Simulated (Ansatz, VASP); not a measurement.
# Os: VASP beside Ansatz

```
Os
1.0
     2.75279    0.00000    0.00000
    -1.37640    2.38399    0.00000
     0.00000    0.00000    4.35086
Os
2
Direct
  0.33333 0.66667 0.25000
  0.66667 0.33333 0.75000
```

Alike in both runs: task relaxation of cell and atoms; functional PBE; k mesh 18 × 18 × 10; occupations fermi-dirac, width 0.15 eV; no spin polarisation.

```csv
,VASP,Ansatz
version,VASP 6.6.1,Ansatz 0.2.0
potentials or method,"VASP PAW PBE potentials, release 64 (Os), cutoff 600 eV","scalar-relativistic, plane waves, PAW"
valence electrons in the cell,16,32
```

```csv
,VASP,Ansatz,Ansatz less VASP
"gap on the k mesh at the Fermi level, each at its own relaxed structure (eV)",none,none,-
relaxed volume (Å³/atom),14.29,14.29,+0.001
relaxed length of the cell vector where the two differ most in proportion (Å),4.349,4.349,+0.0005
```

A gap of «none» marks a metal or a gap that the smearing closes. VASP's potentials hold 16 valence electrons a cell and Ansatz's 32, so a difference there can come from the potentials and not from the codes.

Spin-orbit coupling is off throughout.
